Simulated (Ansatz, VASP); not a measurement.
One calculation of CuH2, two programs

```xyz
6
Lattice="4.8628 0.0000 0.0000 0.0000 5.2282 0.0000 0.0000 0.0000 2.3855" Properties=species:S:1:pos:R:3 pbc="T T T"
Cu    0.0000    0.0000    0.0000
Cu    2.4314    2.6141    1.1927
H     3.2640    3.3442    0.0000
H     4.0303    0.7301    1.1927
H     0.8326    4.4982    1.1927
H     1.5988    1.8841    0.0000
```

Change from the starting cell: ordered vacancies on the cation sites of nickel arsenide (Pnnm, No. 58).

Alike in both runs: functional PBE; k mesh 4 × 4 × 6; occupations gaussian, width 0.1 eV; no spin polarisation.

Ansatz relaxed the structure, and its values are those at the end. VASP's run is a single point on that final structure, the one shown.

|  | VASP | Ansatz |
| --- | --- | --- |
| version | VASP 6.6.1 | Ansatz 0.2.0 |
| potentials or method | VASP PAW PBE potentials, release 64 (Cu_sv_GW, H), cutoff 700 eV | scalar-relativistic, plane waves, PAW |
| valence electrons in the cell | 42 | 42 |

|  | VASP | Ansatz | Ansatz less VASP |
| --- | --- | --- | --- |
| gap on the k mesh at the Fermi level (eV) | none | none | - |
| pressure (GPa) | -2.2 | -0.2 | +1.98 |

A gap of «none» marks a metal or a gap that the smearing closes.

The k mesh is coarse, so the values compare programs but aren't converged.
